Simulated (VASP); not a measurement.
A run of VASP 6.6.1 is set up as follows.

File POSCAR:

```
Sn
1.0
    0.0000000000      3.1451811360      3.1451811360
    3.1451811360      0.0000000000      3.1451811360
    3.1451811360      3.1451811360      0.0000000000
Sn
2
Direct
    0.5000000000      0.5000000000      0.5000000000
    0.7500000000      0.7500000000      0.7500000000
```

Contents of INCAR.step1:

```
SYSTEM = Sn
ALGO = Normal
EDIFF = 1E-4
ENCUT = 520
GGA = PE
ISMEAR = 0
LASPH = .True.
LCHARG = .False.
LREAL = .False.
LWAVE = .True.
NBANDS = 21
NELM = 60
PREC = Accurate
SIGMA = 0.1
```

Contents of INCAR.step2:

```
SYSTEM = Sn
ALGO = Normal
EDIFF = 1E-6
ENCUT = 520
ISIF = 2
ISMEAR = 0
ISTART = 1
LASPH = .True.
LCHARG = .True.
LELF = .True.
LMIXTAU = .True.
LREAL = .False.
LVHAR = .True.
LWAVE = .False.
METAGGA = R2SCAN
NBANDS = 21
NELM = 60
PREC = Accurate
SIGMA = 0.1
```

KPOINTS

```
k-points
0
Gamma
  12 12 12
  0 0 0
```

Potentials or basis: VASP PAW PBE potentials, release 64 (Sn_d).

Launch:

```bash
$ cat potpaw_PBE.64/Sn_d/POTCAR > POTCAR
$ cp INCAR.step1 INCAR
$ mpirun -np 1 vasp_std > vasp.out
$ cp INCAR.step2 INCAR
$ mpirun -np 1 vasp_std > vasp.out
```

**Question.** Estimate the pressure.

**Answer.** 7.5 GPa.

**Question.** Estimate the band gap on the k mesh.

**Answer.** 0.35 eV.

Caveat: the cell differs from its parent crystal (strained); the cell stands under pressure; semilocal functionals underestimate gaps, and a narrow one can read as zero; the PAW data sets were made with another functional, which shifts forces and pressure a little; spin-orbit coupling is left out, which moves the levels of the heavy elements. A k mesh can miss the band edges.
